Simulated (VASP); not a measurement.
Runs of VASP 6.6.1 on NaI. The structure is that of space group Fm-3m (No. 225), or close to it. The cells are those of the table. 

```csv
level,cell,k mesh,smearing,gap on the mesh (eV),pressure (GPa)
PBE,"a = 4.521, b = 4.521, c = 4.474 Å, angles 60.3, 60.3, 59.3°, 2 atoms",8 × 8 × 8,fermi-dirac 0.02 eV,(a),1.4
PBE,"a = 4.567 Å, angles 60.0°, 2 atoms",8 × 8 × 8,fermi-dirac 0.02 eV,(b),0.6
PBE,"a = 4.645 Å, angles 60.0°, 2 atoms",8 × 8 × 8,fermi-dirac 0.02 eV,(c),-0.2
r2SCAN,"a = 4.567 Å, angles 60.0°, 2 atoms",8 × 8 × 8,gaussian 0.01 eV,4.46,-0.1
PBE,"a = 4.567, b = 4.687, c = 4.687 Å, angles 58.3, 60.8, 60.8°, 2 atoms",8 × 8 × 8,fermi-dirac 0.02 eV,3.50,-0.2
PBE,"a = 4.567, b = 4.687, c = 4.687 Å, angles 58.3, 60.8, 60.8°, 2 atoms",4 × 4 × 4,gaussian 0.01 eV,3.50,-0.1
r2SCAN,"a = 4.816 Å, angles 60.0°, 2 atoms",8 × 8 × 8,gaussian 0.01 eV,4.03,-1.9
PBE,"a = 4.816 Å, angles 60.0°, 2 atoms",4 × 4 × 4,gaussian 0.01 eV,3.28,-1.4
```

Alike in all rows: task single point; potentials or basis VASP PAW PBE potentials, release 64 (Na_pv, I); no spin polarisation; cutoff (eV) 520.

Q: Fill in the values left out.

A: (a) 3.76; (b) 3.66; (c) 3.53.

Caveats: spin-orbit coupling is left out, which moves the levels of the heavy elements; the PAW data sets were made with another functional, which shifts forces and pressure a little (at least some runs).

A k mesh can miss the band edges, and the runs leave out spin-orbit coupling on I.
